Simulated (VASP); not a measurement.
Set up this calculation in VASP 6.6.1, as the native input.

| Property | Result |
| --- | --- |
| Task | single point |
| Functional | PBEsol-based global hybrid with 25 % exact exchange |
| Potentials or basis | VASP PAW PBE potentials, release 64 (Ga_d, N) |
| Cutoff | 520 eV |
| k mesh | 6 × 6 × 6 |
| Occupations | fermi-dirac, width 0.05 eV |
| Spin | no spin polarisation |
| Dipole correction | no |
| Grid for exact exchange (PRECFOCK) | Normal |
| Share of exact exchange | 0.25 |
| Further INCAR settings | ALGO = Normal; EDIFF = 1e-07; NBANDS = 16 |

GaN:

```xyz
2
Lattice="0.0000 2.0886 2.0886 2.0886 0.0000 2.0886 2.0886 2.0886 0.0000" Properties=species:S:1:pos:R:3 pbc="T T T"
Ga    0.0000    0.0000    0.0000
N     2.0886    2.0886    2.0886
```

The input as run:

POSCAR

```
GaN
1.0
    0.0000000000      2.0885931537      2.0885931537
    2.0885931537      0.0000000000      2.0885931537
    2.0885931537      2.0885931537      0.0000000000
Ga N
1 1
Direct
    0.0000000000      0.0000000000      0.0000000000
    0.5000000000      0.5000000000      0.5000000000
```

INCAR.step1

```
SYSTEM = GaN
  PREC = Accurate
  ENCUT = 520
  EDIFF = 1E-5
  ISMEAR = -1
  SIGMA = 0.05
  LREAL = .FALSE.
  LASPH = .TRUE.
  NELM = 60
  ALGO = Normal
  ISIF = 2
  LWAVE = .TRUE.
  LCHARG = .FALSE.
  NBANDS = 16
  GGA = PE
```

INCAR.step2

```
SYSTEM = GaN
  PREC = Accurate
  ENCUT = 520
  EDIFF = 1E-7
  ISMEAR = -1
  SIGMA = 0.05
  LREAL = .FALSE.
  LASPH = .TRUE.
  NELM = 60
  ALGO = Normal
  ISIF = 2
  LWAVE = .FALSE.
  LCHARG = .FALSE.
  GGA = PS
  LHFCALC = .TRUE.
  AEXX = 0.25
  PRECFOCK = Normal
  NBANDS = 16
  ISTART = 1
```

KPOINTS

```
Automatic mesh
0
G
  6 6 6
  0 0 0
```

Potentials or basis: VASP PAW PBE potentials, release 64 (Ga_d, N).

The run is started by

```sh
$ cat potpaw_PBE.64/Ga_d/POTCAR potpaw_PBE.64/N/POTCAR > POTCAR
$ cp INCAR.step1 INCAR
$ mpirun -np 1 vasp_std > vasp.out
$ cp INCAR.step2 INCAR
$ mpirun -np 1 vasp_std > vasp.out
```

Results of the run:

| Property | Result |
| --- | --- |
| Pressure | 0.8 GPa |
| Band gap on the k mesh | 2.75 eV (least direct gap 5.31 eV) |

Caveat: the k points lie up to 0.43 Å⁻¹ apart; the PAW data sets were made with another functional, which shifts forces and pressure a little.

It took 55 min on 1 thread of Intel Xeon 8259CL (shared host), peak memory 0.16 GiB.
